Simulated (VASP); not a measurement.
Write the native input for VASP 6.6.1 that does the following.

- Task: single point
- Functional: pbe exchange, pbesol correlation
- Potentials or basis: VASP PAW PBE potentials, release 64 (Ge_d)
- Cutoff: 500 eV
- k mesh: 8 × 8 × 8
- Occupations: gaussian, width 0.15 eV
- Spin: collinear spin
- Starting moments: [0.5, -0.5] μB
- Dipole correction: no
- Further INCAR settings: ALGO = Normal; EDIFF = 1e-06; NBANDS = 25

The structure of Ge lies in POSCAR:

```
Ge
1.0
    0.0000000000      2.7711609388      2.7711609388
    2.7711609388      0.0000000000      2.7711609388
    2.7711609388      2.7711609388      0.0000000000
Ge
2
Direct
    0.7500000000      0.7500000000      0.7500000000
    0.5000000000      0.5000000000      0.5000000000
```

These files were run (other wordings do the same):

INCAR

```
SYSTEM = Ge
PREC = Accurate ; ENCUT = 500
EDIFF = 1E-6 ; ISMEAR = 0
SIGMA = 0.15 ; LREAL = .False.
LASPH = .True. ; NELM = 200
ALGO = Normal ; ISIF = 2
LWAVE = .False. ; LCHARG = .True.
ISPIN = 2 ; MAGMOM = 0.5 -0.5
LORBIT = 11 ; GGA = LIBXC
LIBXC1 = GGA_X_PBE ; LIBXC2 = GGA_C_PBE_SOL
LELF = .True. ; LVHAR = .True.
NBANDS = 25 ; GGA_COMPAT = .False.
```

KPOINTS

```
Automatic mesh
0
Gamma
  8 8 8
  0 0 0
```

Potentials or basis: VASP PAW PBE potentials, release 64 (Ge_d).

The run is started by

```sh
$ cat potpaw_PBE.64/Ge_d/POTCAR > POTCAR
$ mpirun -np 1 vasp_std > vasp.out
```

Results of the run:

* Pressure: 9.6 GPa
* Band gap on the k mesh: 0.36 eV (least direct gap 0.53 eV)
* Net moment: 0.00 μB per cell
* Valence electrons inside the program's atomic spheres: Ge 12.50

Caveat: the cell stands under pressure; the PAW data sets were made with another functional, which shifts forces and pressure a little.

It took 31 s on 1 thread of Intel(R) Xeon(R) 6975P-C (Granite Rapids) (shared host), peak memory 0.2 GiB.
